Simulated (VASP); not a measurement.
Here is a VASP 6.6.1 calculation.

The input INCAR:

```
SYSTEM = MgO
PREC = Accurate
ENCUT = 520
EDIFF = 1E-7
ISMEAR = 0
SIGMA = 0.05
LREAL = .False.
LASPH = .True.
NELM = 80
ALGO = Normal
ISIF = 2
LWAVE = .False.
LCHARG = .True.
GGA = CA
LELF = .True.
LVHAR = .True.
NBANDS = 36
```

Contents of KPOINTS:

```
Automatic mesh
0
Gamma
  8 8 2
  0 0 0
```

The input POSCAR:

```
MgO
1.0
   -3.4517839558      0.0000000000      0.0000000000
   -1.7258919779     -2.9893325941      0.0000000000
   -0.3835315506     -0.6642961320     12.4189476803
Mg O
6 6
Direct
    0.6666666667      0.6481444444      0.0833500000
    0.6666666667      0.5740703704      0.4166833333
    0.6666666667      0.4999962963      0.7500166667
    0.3333333333      0.1296259259      0.9166833333
    0.3333333333      0.2777740741      0.2500166667
    0.3333333333      0.2037000000      0.5833500000
    0.6666666667      0.4629592593      0.9166833333
    0.6666666667      0.6111074074      0.2500166667
    0.6666666667      0.5370333333      0.5833500000
    0.3333333333      0.3148111111      0.0833500000
    0.3333333333      0.2407370370      0.4166833333
    0.3333333333      0.1666629630      0.7500166667
```

Potentials or basis: VASP PAW LDA potentials, release 64 (Mg, O).

Launch:

```console
$ cat potpaw_LDA.64/Mg/POTCAR potpaw_LDA.64/O/POTCAR > POTCAR
$ mpirun -np 1 vasp_std > vasp.out
```

(1) What does it give for the largest force?

(2) What does it give for the pressure?

(3) Predict the band gap on the k mesh.

Results:

(1) 1.476 eV/Å.

(2) -1.6 GPa.

(3) 3.08 eV, direct.

Caveat: forces of over 1 eV/Å act on the atoms, so gaps and moduli don't describe the material at rest.
